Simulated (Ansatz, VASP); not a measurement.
## TiSi6Mo: VASP beside Ansatz

```xyz
8
Lattice="3.7095 2.1417 2.4976 -3.7095 2.1417 2.4976 0.0000 -4.2834 2.4976" Properties=species:S:1:pos:R:3 pbc="T T T"
Ti    0.0000    0.0000    5.3393
Si    2.4961   -0.0178    4.2482
Si   -1.2326    2.1706    4.2482
Si   -1.2634   -2.1528    4.2482
Si    1.2634   -2.1528    4.2482
Si   -2.4961   -0.0178    4.2482
Si    1.2326    2.1706    4.2482
Mo    0.0000    0.0000    0.7600
```

Alike in both runs: functional PBE; k mesh 3 × 3 × 3; occupations gaussian, width 0.2 eV; no spin polarisation.

Ansatz relaxed the structure, and its values are those at the end. VASP's run is a single point on that final structure, the one shown.

|  | VASP | Ansatz |
| --- | --- | --- |
| version | VASP 6.6.1 | Ansatz 0.2.0 |
| potentials or method | VASP PAW PBE potentials, release 64 (Ti_sv, Si, Mo_sv), cutoff 520 eV | scalar-relativistic, plane waves, PAW |
| valence electrons in the cell | 50 | 50 |

Ansatz gave:

* gap on the k mesh at the Fermi level (eV): none
* pressure (GPa): 0.3

**Question.** Which values does VASP return?

**Answer.** gap on the k mesh at the Fermi level (eV): none; pressure (GPa): 0.2.

A gap of «none» marks a metal or a gap that the smearing closes.

The k mesh is coarse, so the values compare programs but aren't converged.
